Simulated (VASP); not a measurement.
The system is FeCo2.

```xyz
6
Lattice="2.4825 0.0000 0.0000 -1.2413 2.1499 0.0000 0.0000 0.0000 12.0867" Properties=species:S:1:pos:R:3 pbc="T T T"
Fe    0.0000    1.4333   10.0723
Fe    0.0000    1.4333    2.0145
Co    0.0000    1.4333    6.0434
Co    1.2413    0.7166    0.0000
Co    1.2413    0.7166    4.0289
Co    1.2413    0.7166    8.0578
```

- Program: VASP 6.6.1
- Task: relaxation of cell and atoms
- Functional: PBE
- Potentials or basis: VASP PAW PBE potentials, release 64 (Fe, Co)
- Cutoff: 600 eV
- k mesh: 6 × 6 × 2
- Occupations: gaussian, width 0.1 eV
- Spin: collinear spin, ferromagnetic start
- Starting moments: [4.0, 4.0, 3.0, 3.0, 3.0, 3.0] μB

At the start: pressure 6.6 GPa; volume 10.75 Å³/atom.

**Question.** How do energy, volume and symmetry change on relaxing?

**Answer.** Over 8 steps the energy falls by 13.7 meV/atom and the volume is 11.13 Å³/atom (+3.5 %); space group P-6m2 (No. 187, to 0.1 Å) before and after; moment 11.30 μB per cell.

The path:
| step | energy change (eV) | largest force (eV/Å) | pressure (GPa) | volume (Å³) |
| --- | --- | --- | --- | --- |
| 1 | 0.0000 | 0.4679 | 6.57 | 64.51 |
| 2 | -0.0400 | 0.2396 | -4.65 | 68.71 |
| 3 | -0.0611 | 0.3193 | -0.71 | 67.08 |
| 4 | -0.0724 | 0.1762 | -0.17 | 66.88 |
| 5 | -0.0765 | 0.1772 | 0.43 | 66.70 |
| 6 | -0.0802 | 0.1163 | -0.12 | 66.96 |
| 7 | -0.0814 | 0.0530 | -0.71 | 67.23 |
| 8 | -0.0822 | 0.0257 | 0.38 | 66.79 |

Final structure:
```
CELL_PARAMETERS angstrom
2.49407 0.00000 0.00000
-1.24703 2.15992 0.00000
0.00000 0.00000 12.39867
ATOMIC_POSITIONS crystal
Fe 0.33333 0.66667 0.83031
Fe 0.33333 0.66667 0.16969
Co 0.33333 0.66667 0.50000
Co 0.66667 0.33333 0.00000
Co 0.66667 0.33333 0.33851
Co 0.66667 0.33333 0.66149
```

Caveat: the k points lie up to 0.48 Å⁻¹ apart in the final cell.
